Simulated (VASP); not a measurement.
A run of VASP 6.6.1:

File INCAR:

```
SYSTEM = Sn2F
PREC = Accurate ; ENCUT = 520
EDIFF = 1E-6 ; ISMEAR = 0
SIGMA = 0.1 ; LREAL = .FALSE.
LASPH = .TRUE. ; NELM = 80
ALGO = Normal ; ISIF = 2
LWAVE = .FALSE. ; LCHARG = .FALSE.
GGA = PE ; NBANDS = 44
```

The input KPOINTS:

```
Automatic mesh
0
G
  6 6 2
  0 0 0
```

Contents of POSCAR:

```
Sn2F
1.0
    3.4586905400      0.0000000000      0.0000000000
   -1.7293452700      2.9953138700      0.0000000000
    0.0000000000      0.0000000000     12.0105503800
Sn F
4 2
Direct
    0.6666666700      0.3333333300      0.8998116300
    0.3333333300      0.6666666700      0.3998116300
    0.6666666700      0.3333333300      0.6001883700
    0.3333333300      0.6666666700      0.1001883700
    0.0000000000      0.0000000000      0.7500000000
    0.0000000000      0.0000000000      0.2500000000
```

Potentials or basis: VASP PAW PBE potentials, release 64 (Sn_d, F).

Launch:

```sh
$ cat potpaw_PBE.64/Sn_d/POTCAR potpaw_PBE.64/F/POTCAR > POTCAR
$ mpirun -np 1 vasp_std > vasp.out
```

Hardware: 1 thread of Intel(R) Xeon(R) 6975P-C (Granite Rapids), with other jobs on the host.

**Question.** How long does it take, and how much memory?

**Answer.** It took 47 s on 1 thread of Intel(R) Xeon(R) 6975P-C (Granite Rapids), with other jobs on the host, peak memory 0.27 GiB. Counts: scf iterations 15, k points 14.
